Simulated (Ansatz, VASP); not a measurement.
**Two plane-wave programs on Eu**

```
Eu
1.0
     3.84281    0.00000    0.00000
    -1.92141    3.32797    0.00000
     0.00000    0.00000    6.16470
Eu
2
Direct
  0.33333 0.66667 0.25000
  0.66667 0.33333 0.75000
```

Change from the starting cell: volume scaled by 0.9405, PAW files.

Alike in both runs: task electric field gradients; functional PBE; k mesh 12 × 12 × 6; occupations fermi-dirac, width 0.05 eV; collinear spin.

|  | VASP | Ansatz |
| --- | --- | --- |
| version | VASP 6.6.1 | Ansatz 0.2.0 |
| potentials or method | VASP PAW PBE potentials, release 64 (Eu) | PAW with Ansatz's default frozen-core files, scalar-relativistic |
| plane-wave cutoff (eV) | 520 | 420 |
| valence electrons in the cell | 34 | 34 |

|  | VASP | Ansatz | Ansatz less VASP |
| --- | --- | --- | --- |
| pressure (GPa) | 0.8 | 1.1 | +0.26 |
| net moment per atom (μB) | 7.54 | 7.55 | +0.011 |
| size of the moment on the site where the two differ most (μB) | 6.73 | 7.17 | +0.439 |
| size of Vzz on the site where it differs most (V/Å²) | 9.6 | 10.9 | +1.29 |

Site moments also hang on the region over which each program counts them.

Spin-orbit coupling is off throughout.
